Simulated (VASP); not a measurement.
BN: single point with PBEsol

Crystal: BN.

```
B N
1.0
     2.50399    0.00000    0.00000
    -1.25200    2.16852    0.00000
     0.00000    0.00000    6.86104
B N
2 2
Direct
  0.33333 0.66667 0.25000
  0.66667 0.33333 0.75000
  0.33333 0.66667 0.75000
  0.66667 0.33333 0.25000
```

This cell differs from its parent crystal: zz strain of +3 %.

```
Program             : VASP 6.6.1
Task                : single point
Functional          : PBEsol
Potentials or basis : VASP PAW PBE potentials, release 64 (B, N)
Cutoff              : 520 eV
k mesh              : 11 × 11 × 4
Occupations         : fermi-dirac, width 0.02 eV
Spin                : no spin polarisation
```

```yaml
Pressure: 0.5 GPa
Band_gap_on_the_k_mesh: 4.28 eV, indirect (least direct gap 4.62 eV)
```

Stress tensor (GPa, compression positive):
```
0.68 0.00 0.00
0.00 0.68 0.00
0.00 0.00 0.15
```

Levels at points of the mesh, in eV from the valence-band top:
| k point | band 6 | band 7 | band 8 | band 9 | band 10 | band 11 |
| --- | --- | --- | --- | --- | --- | --- |
| (0.00, 0.00, 0.00) | -1.33 | -1.30 | -1.30 | 4.85 | 9.77 | 11.50 |
| (0.00, 0.00, 0.50) | -1.31 | -1.31 | -1.31 | 7.07 | 7.07 | 11.55 |

Run time: 49 s on 1 thread of Intel Xeon 8259CL (shared host), peak memory 0.16 GiB.

Caveat: the cell differs from its parent crystal (zz strain of +3 %); the PAW data sets were made with another functional, which shifts forces and pressure a little; this functional lacks dispersion, which binds the layers, so the pressure and a relaxed spacing across them are unreliable. A k mesh can miss the band edges.
